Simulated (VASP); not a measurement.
A run of VASP 6.6.1:

Contents of INCAR:

```
SYSTEM = GaSb
ALGO = Normal ; EDIFF = 1E-6
EDIFFG = -0.005 ; ENCUT = 600
GGA = PS ; IBRION = 2
ISIF = 3 ; ISMEAR = 0
LASPH = .TRUE. ; LCHARG = .FALSE.
LREAL = .FALSE. ; LWAVE = .FALSE.
NELM = 80 ; NSW = 100
PREC = Accurate ; SIGMA = 0.1
```

The input KPOINTS:

```
k-points
0
G
  12 12 12
  0 0 0
```

Contents of POSCAR:

```
GaSb
1.0
    0.0000000000      3.0686043200      3.0686043200
    3.0686043200      0.0000000000      3.0686043200
    3.0686043200      3.0686043200      0.0000000000
Ga Sb
1 1
Direct
    0.0000000000      0.0000000000      0.0000000000
    0.2500000000      0.2500000000      0.2500000000
```

Potentials or basis: VASP PAW PBE potentials, release 64 (Ga_d, Sb).

Command:

```bash
$ cat potpaw_PBE.64/Ga_d/POTCAR potpaw_PBE.64/Sb/POTCAR > POTCAR
$ mpirun -np 1 vasp_std > vasp.out
```

Hardware: 1 thread of Intel(R) Xeon(R) Platinum 8259CL CPU @ 2.50GHz (Skylake/Cascade Lake), with other jobs on the host.

Question: How long does it take, and how much memory?

Answer: It took 91 s on 1 thread of Intel(R) Xeon(R) Platinum 8259CL CPU @ 2.50GHz (Skylake/Cascade Lake) (shared host), peak memory 0.25 GiB. Counts: scf iterations 25, k points 72, ion steps 3.
